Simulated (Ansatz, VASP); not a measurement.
**Two plane-wave programs on LaCu2**

```
Cu La
1.0
     4.58264    0.77015   -1.11971
     0.55710    5.88715    1.07401
    -0.28649    0.52108    4.94991
Cu La
4 2
Cartesian
  2.1737 4.2781 1.4074
  2.4973 6.3236 2.7291
  3.4251 6.1711 0.4961
  1.3609 3.9995 3.6904
  4.4210 1.6910 2.3961
  4.3637 3.5701 -0.3121
```

Alike in both runs: task single point; functional r2SCAN; k mesh 4 × 4 × 4; occupations fermi-dirac, width 0.05 eV; no spin polarisation.

|  | VASP | Ansatz |
| --- | --- | --- |
| version | VASP 6.6.1 | Ansatz 0.2.0 |
| potentials or method | VASP PAW PBE potentials, release 64 (Cu, La), cutoff 580 eV | PAW, plane waves, scalar-relativistic |
| valence electrons in the cell | 66 | 98 |

Ansatz gave:

| Quantity | Value |
| --- | --- |
| rms of the force components (eV/Å) | 0.248 |

Question: Which values does VASP return?

Answer: rms of the force components (eV/Å): 0.247.

VASP's potentials were made for PBE, not for r2SCAN. Atom by atom the forces differ by 0.010 eV/Å (rms over components). With one functional, cell and mesh, what is left measures potentials, basis and numerics. VASP's potentials hold 66 valence electrons a cell and Ansatz's 98, so a difference there can come from the potentials and not from the codes.

Neither program's run includes spin-orbit coupling.
